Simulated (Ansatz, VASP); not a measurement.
**Ta2N: VASP beside Ansatz**

```
Ta N
1.0
     5.34998    0.00000    0.00000
    -2.67499    4.63322    0.00000
     0.00000    0.00000    4.88935
Ta N
6 3
Direct
  0.69059 0.69059 0.75285
  0.00000 0.30941 0.75285
  0.30941 0.00000 0.75285
  0.30941 0.30941 0.24715
  0.00000 0.69059 0.24715
  0.69059 0.00000 0.24715
  0.66667 0.33333 0.50000
  0.33333 0.66667 0.50000
  0.00000 0.00000 0.00000
```

Alike in both runs: task single point; functional PBE; k mesh 9 × 9 × 8; occupations gaussian, width 0.15 eV; no spin polarisation.

```csv
,VASP,Ansatz
version,VASP 6.6.1,Ansatz 0.2.0
potentials or method,"VASP PAW PBE potentials, release 64 (Ta_pv, N), cutoff 520 eV","scalar-relativistic, plane waves, PAW"
valence electrons in the cell,81,93
```

VASP gave:

* gap on the k mesh at the Fermi level (eV): none
* pressure (GPa): 6.3
* traceless stress, the component that is largest in VASP (GPa): 2.04
* rms of the force components (eV/Å): 1.750

**Question.** Which values does Ansatz return?

**Answer.** gap on the k mesh at the Fermi level (eV): none; pressure (GPa): 5.8; traceless stress, the component that is largest in VASP (GPa): 2.08; rms of the force components (eV/Å): 1.745.

Atom by atom the forces differ by 0.005 eV/Å (rms over components). A gap of «none» marks a metal or a gap that the smearing closes. VASP's potentials hold 81 valence electrons a cell and Ansatz's 93, so a difference there can come from the potentials and not from the codes.

Spin-orbit coupling is off throughout.
